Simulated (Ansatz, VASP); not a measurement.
## SiC: VASP beside Ansatz

File INCAR:

```
SYSTEM = SiC
PREC = Accurate ; ENCUT = 600
EDIFF = 1E-7 ; ISMEAR = 0
SIGMA = 0.01 ; LREAL = .FALSE.
LASPH = .TRUE. ; NELM = 120
ALGO = Normal ; ISIF = 3
LWAVE = .FALSE. ; LCHARG = .FALSE.
GGA = PE ; IBRION = 2
NSW = 80 ; EDIFFG = -0.001
GGA_COMPAT = .FALSE. ; NELMIN = 4
```

Contents of KPOINTS:

```
regular mesh
0
G
  12 12 12
  0 0 0
```

Contents of POSCAR:

```
SiC
1.0
    0.0000000000      2.1898721326      2.1898721326
    2.1898721326      0.0000000000      2.1898721326
    2.1898721326      2.1898721326      0.0000000000
Si C
1 1
Direct
    0.0000000000      0.0000000000      0.0000000000
    0.2500000000      0.2500000000      0.2500000000
```

Input for Ansatz:

```yaml
crystal:
  lattice:
    - [0.0, 2.1898721326, 2.1898721326]
    - [2.1898721326, 0.0, 2.1898721326]
    - [2.1898721326, 2.1898721326, 0.0]
  atoms:
    - { symbol: Si, position: [0.0, 0.0, 0.0] }
    - { symbol: C, position: [0.25, 0.25, 0.25] }
basis:
  ecutwfc: 420
kpoints:
  mp_grid: { grid: [12, 12, 12] }
hamiltonian:
  xc: pbe
  pseudopotentials: { kind: paw }
scf:
  occupations: { method: fixed }
output:
  forces: true
  stress: true
  eigenvalues: true
relax:
  adjacent_minimum: "off"
  f_tol: 0.001
  max_steps: 60
  cell: { stress_tol: 0.01 }
```

Alike in both runs: task relaxation of cell and atoms; functional PBE; k mesh 12 × 12 × 12; no spin polarisation.

|  | VASP | Ansatz |
| --- | --- | --- |
| version | VASP 6.6.1 | Ansatz 0.2.0 |
| potentials or method | VASP PAW PBE potentials, release 64 (Si, C), cutoff 600 eV | scalar-relativistic, plane waves, PAW |
| occupations | gaussian, width 0.01 eV | fixed |
| valence electrons in the cell | 8 | 8 |

```csv
,VASP,Ansatz,Ansatz less VASP
"gap on the k mesh at the Fermi level, each at its own relaxed structure (eV)",1.37,1.37,+0.003
relaxed volume (Å³/atom),10.49,10.50,+0.010
relaxed cell length with the largest relative difference (Å),3.096,3.097,+0.0010
```
